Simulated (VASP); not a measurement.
AlN, 64 atoms in the cell. It takes space group F-43m (No. 216, cubic). The conventional cell has a = 4.378 Å, b = 4.378 Å, c = 4.378 Å, α = 90.00°, β = 90.00°, γ = 90.00°. Within 2.5 Å of Al (site symmetry -43m) lie 4 N at 1.90 Å. N (site symmetry -43m) has 4 Al at 1.90 Å within 2.5 Å. 

- Program: VASP 6.6.1
- Task: single point
- Functional: PBEsol
- Potentials or basis: VASP PAW PBE potentials, release 64 (Al, N)
- Cutoff: 520 eV
- k mesh: 1 × 1 × 1
- Occupations: fermi-dirac, width 0.05 eV
- Spin: no spin polarisation
- Dipole correction: no
- Further INCAR settings: LREAL = Auto; ALGO = Normal; EDIFF = 1e-06; NBANDS = 166

Potentials or basis: VASP PAW PBE potentials, release 64 (Al, N).

The run is started by

```bash
$ cat potpaw_PBE.64/Al/POTCAR potpaw_PBE.64/N/POTCAR > POTCAR
$ mpirun -np 1 vasp_gam > vasp.out
```

Hardware: 1 thread of Intel(R) Xeon(R) Platinum 8259CL CPU @ 2.50GHz (Skylake/Cascade Lake), with other jobs on the host.

Estimate the wall time of this run.

Run time: 3 min on 1 thread of Intel(R) Xeon(R) Platinum 8259CL CPU @ 2.50GHz (Skylake/Cascade Lake), on a shared host, peak memory 0.65 GiB. Counts: scf iterations 14, k points 1.
